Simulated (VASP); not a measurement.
Wanted: the native input for a VASP 6.6.1 run.

```yaml
Task: single point
Functional: r2SCAN
Potentials_or_basis: VASP PAW PBE potentials, release 64 (Li_sv, Y_sv)
Cutoff: 830 eV
k_mesh: 3 × 3 × 3
Occupations: fermi-dirac, width 0.05 eV
Spin: no spin polarisation
Dipole_correction: no
Further_INCAR_settings: ALGO = Normal; EDIFF = 1e-06; NBANDS = 26
```

Crystal: LiY3.

```
Li Y
1.0
     0.00000    3.89985    3.89985
     3.89985    0.00000    3.89985
     3.89985    3.89985    0.00000
Li Y
1 3
Cartesian
  0.0000 0.0000 0.0000
  1.9499 1.9499 1.9499
  5.8498 5.8498 5.8498
  3.8999 3.8999 3.8999
```

One way to write it, as run:

POSCAR

```
LiY3
1.0
    0.0000000000      3.8998520000      3.8998520000
    3.8998520000      0.0000000000      3.8998520000
    3.8998520000      3.8998520000      0.0000000000
Li Y
1 3
Direct
    0.0000000000      0.0000000000      0.0000000000
    0.2500000000      0.2500000000      0.2500000000
    0.7500000000      0.7500000000      0.7500000000
    0.5000000000      0.5000000000      0.5000000000
```

INCAR.step1

```
PREC = Accurate
ENCUT = 830
ISMEAR = -1
SIGMA = 0.05
LREAL = F
LASPH = T
NELM = 120
NBANDS = 26
GGA = PE
ALGO = Normal
EDIFF = 1E-5
LWAVE = T
LCHARG = F
GGA_COMPAT = F
```

INCAR.step2

```
PREC = Accurate
ENCUT = 830
EDIFF = 1E-6
ISMEAR = -1
SIGMA = 0.05
LREAL = F
LASPH = T
NELM = 120
ALGO = Normal
ISIF = 2
LWAVE = F
LCHARG = F
METAGGA = R2SCAN
LMIXTAU = T
NBANDS = 26
ISTART = 1
GGA_COMPAT = F
```

KPOINTS

```
Automatic mesh
0
Gamma
  3 3 3
```

Potentials or basis: VASP PAW PBE potentials, release 64 (Li_sv, Y_sv).

Launch:

```sh
$ cat potpaw_PBE.64/Li_sv/POTCAR potpaw_PBE.64/Y_sv/POTCAR > POTCAR
$ cp INCAR.step1 INCAR
$ mpirun -np 1 vasp_std > vasp.out
$ cp INCAR.step2 INCAR
$ mpirun -np 1 vasp_std > vasp.out
```

Results of the run:

```
Pressure               : 0.0 GPa
Band gap on the k mesh : zero (bands 18 and 19 overlap by 0.48 eV)
```

Caveat: the k points lie up to 0.47 Å⁻¹ apart; the PAW data sets were made with another functional, which shifts forces and pressure a little.

Run time: 4.5 min on 1 thread of Intel(R) Xeon(R) Platinum 8559C (Emerald Rapids) (shared host), peak memory 0.44 GiB.
